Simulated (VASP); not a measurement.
A run of VASP 6.6.1 is set up as follows.

Contents of INCAR:

```
ALGO = Normal
EDIFF = 1E-7
EDIFFG = -0.008
ENCUT = 600
GGA = PS
IBRION = 2
ISIF = 3
ISMEAR = 0
LASPH = T
LCHARG = F
LREAL = F
LWAVE = F
NELM = 100
NSW = 70
PREC = Accurate
PSTRESS = 40.0
SIGMA = 0.1
```

Contents of KPOINTS:

```
k-points
0
Gamma
  18 18 18
```

POSCAR

```
Ir
1.0
    0.0000000000      1.9086617572      1.9086617572
    1.9086617572      0.0000000000      1.9086617572
    1.9086617572      1.9086617572      0.0000000000
Ir
1
Direct
    0.0000000000      0.0000000000      0.0000000000
```

Potentials or basis: VASP PAW PBE potentials, release 64 (Ir).

The run is started by

```console
$ cat potpaw_PBE.64/Ir/POTCAR > POTCAR
$ mpirun -np 1 vasp_std > vasp.out
```

(1) What does it give for the relaxed cell?

(2) Predict the relaxed volume.

(3) Predict the space group after relaxing (to 0.05 Å).

Results:

(1) a = 2.702 Å, b = 2.702 Å, c = 2.702 Å, α = 60.00°, β = 60.00°, γ = 60.00°.

(2) 13.95 Å³/atom.

(3) Fm-3m (No. 225).

Caveat: the cell is relaxed towards a set pressure, so the enthalpy falls and the energy may rise; the PAW data sets were made with another functional, which shifts forces and pressure a little.
